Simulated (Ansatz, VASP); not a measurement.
## Two plane-wave programs on Pb

```xyz
1
Lattice="0.0000 2.5031 2.5031 2.5031 0.0000 2.5031 2.5031 2.5031 0.0000" Properties=species:S:1:pos:R:3 pbc="T T T"
Pb    0.0000    0.0000    0.0000
```

Alike in both runs: functional r2SCAN; k mesh 12 × 12 × 12; occupations gaussian, width 0.1 eV; no spin polarisation.

Ansatz relaxed the structure, and its values are those at the end. VASP's run is a single point on that final structure, the one shown.

|  | VASP | Ansatz |
| --- | --- | --- |
| version | VASP 6.6.1 | Ansatz 0.2.0 |
| potentials or method | VASP PAW PBE potentials, release 64 (Pb_d), cutoff 520 eV | scalar-relativistic, plane waves, PAW |
| valence electrons in the cell | 14 | 14 |

```tsv
	VASP	Ansatz	Ansatz less VASP
gap on the k mesh at the Fermi level (eV)	none	none	-
pressure (GPa)	-0.1	0.0	+0.01
```

VASP's potentials were made for PBE, not for r2SCAN. A gap of «none» marks a metal or a gap that the smearing closes. The functional is the same, so the differences come from potentials, cutoffs and numerics.

Spin-orbit coupling is off throughout.
